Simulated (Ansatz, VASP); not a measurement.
## C in VASP and in Ansatz

```
CELL_PARAMETERS angstrom
-2.50198 2.50198 2.50198
2.50198 -2.50198 2.50198
2.50198 2.50198 -2.50198
ATOMIC_POSITIONS crystal
C 0.32546 0.00000 0.00000
C 0.67454 0.67454 0.67454
C 0.00000 0.32546 0.00000
C 0.00000 0.00000 0.32546
C 0.00000 0.67454 0.00000
C 0.32546 0.32546 0.32546
C 0.67454 0.00000 0.00000
C 0.00000 0.00000 0.67454
```

Change from the starting cell: strain +0.030 along x and y, +0.030 along z, atoms carried along.

Alike in both runs: task single point; functional r2SCAN; k mesh 8 × 8 × 8; occupations gaussian, width 0.05 eV; no spin polarisation.

```csv
,VASP,Ansatz
version,VASP 6.6.1,Ansatz 0.2.0
potentials or method,"VASP PAW PBE potentials, release 64 (C), cutoff 520 eV","scalar-relativistic, plane waves, PAW"
valence electrons in the cell,32,32
```

|  | VASP | Ansatz | Ansatz less VASP |
| --- | --- | --- | --- |
| gap on the k mesh at the Fermi level (eV) | 2.98 | 3.00 | +0.012 |
| least direct gap on the mesh (eV) | 4.04 | 4.07 | +0.031 |
| pressure (GPa) | -24.0 | -24.7 | -0.66 |
| rms of the force components (eV/Å) | 0.217 | 0.232 | +0.0152 |

VASP's potentials were made for PBE, not for r2SCAN. Atom by atom the forces differ by 0.015 eV/Å (rms over components).
